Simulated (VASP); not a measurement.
A run of VASP 6.6.1:

File INCAR:

```
SYSTEM = GeSe5
PREC     = Accurate       ! precision mode
ENCUT    = 600            ! plane-wave cutoff, eV
EDIFF    = 1E-7           ! SCF threshold, eV
ISMEAR   = 0              ! smearing method
SIGMA    = 0.1            ! smearing width, eV
LREAL    = .FALSE.        ! projectors in reciprocal space
LASPH    = .TRUE.         ! aspherical terms in the spheres
NELM     = 100            ! most SCF steps
ALGO     = Normal         ! electronic algorithm
ISIF     = 3              ! what is computed and relaxed
LWAVE    = .FALSE.        ! write WAVECAR
LCHARG   = .FALSE.        ! write CHGCAR
GGA      = PE             ! functional
IBRION   = 2              ! ionic algorithm
NSW      = 80             ! ionic steps
EDIFFG   = -0.001         ! ionic threshold
```

Contents of KPOINTS:

```
regular mesh
0
G
  6 6 6
  0 0 0
```

File POSCAR:

```
GeSe5
1.0
    3.5677254610      2.0598272553      3.4450146152
   -3.5677254610      2.0598272553      3.4450146152
    0.0000000000     -4.1196545106      3.4450146152
Ge Se
1 5
Direct
    0.5000000000      0.5000000000      0.5000000000
    0.5000000000      0.0000000000      0.5000000000
    0.5000000000      0.5000000000      0.0000000000
    0.0000000000      0.5000000000      0.5000000000
    0.1779797903      0.1779797903      0.1779797903
    0.8220202097      0.8220202097      0.8220202097
```

Potentials or basis: VASP PAW PBE potentials, release 64 (Ge_d, Se).

Run with:

```bash
$ cat potpaw_PBE.64/Ge_d/POTCAR potpaw_PBE.64/Se/POTCAR > POTCAR
$ mpirun -np 1 vasp_std > vasp.out
```

Hardware: 1 thread of Intel(R) Xeon(R) Platinum 8488C (Sapphire Rapids) (shared host).

Problem. How long does it take, and how much memory?

Solution. It took 11 min on 1 thread of Intel(R) Xeon(R) Platinum 8488C (Sapphire Rapids) (shared host), peak memory 0.42 GiB. Counts: scf iterations 68, k points 32, ion steps 14.
